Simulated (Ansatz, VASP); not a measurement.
## One calculation of SiC, two programs

```
CELL_PARAMETERS angstrom
3.07600 0.00000 0.00000
-1.53800 2.66389 0.00000
0.00000 0.00000 5.04800
ATOMIC_POSITIONS crystal
Si 0.66667 0.33333 0.50000
Si 0.33333 0.66667 0.00000
C 0.66667 0.33333 0.88500
C 0.33333 0.66667 0.38500
```

Alike in both runs: functional PBE0; k mesh 5 × 5 × 3; occupations fermi-dirac, width 0.05 eV; no spin polarisation.

|  | VASP | Ansatz |
| --- | --- | --- |
| version | VASP 6.6.1 | Ansatz 0.2.0 |
| potentials or method | VASP PAW PBE potentials, release 64 (Si, C) | Ansatz PAW |
| plane-wave cutoff (eV) | 520 | 420 |
| valence electrons in the cell | 16 | 16 |
| task | single point | band structure |

VASP gave:

```
gap on the k mesh at the Fermi level (eV)                     : 4.52
pressure (GPa)                                                : -1.6
traceless stress, the component that is largest in VASP (GPa) : -3.29
rms of the force components (eV/Å)                            : 0.440
```

Question: Which values does Ansatz return?

Answer: gap on the k mesh at the Fermi level (eV): 4.49; pressure (GPa): -1.1; traceless stress, the component that is largest in VASP (GPa): -3.37; rms of the force components (eV/Å): 0.440.

Atom by atom the forces differ by 0.000 eV/Å (rms over components).

The k mesh is coarse, so the values compare programs but aren't converged.
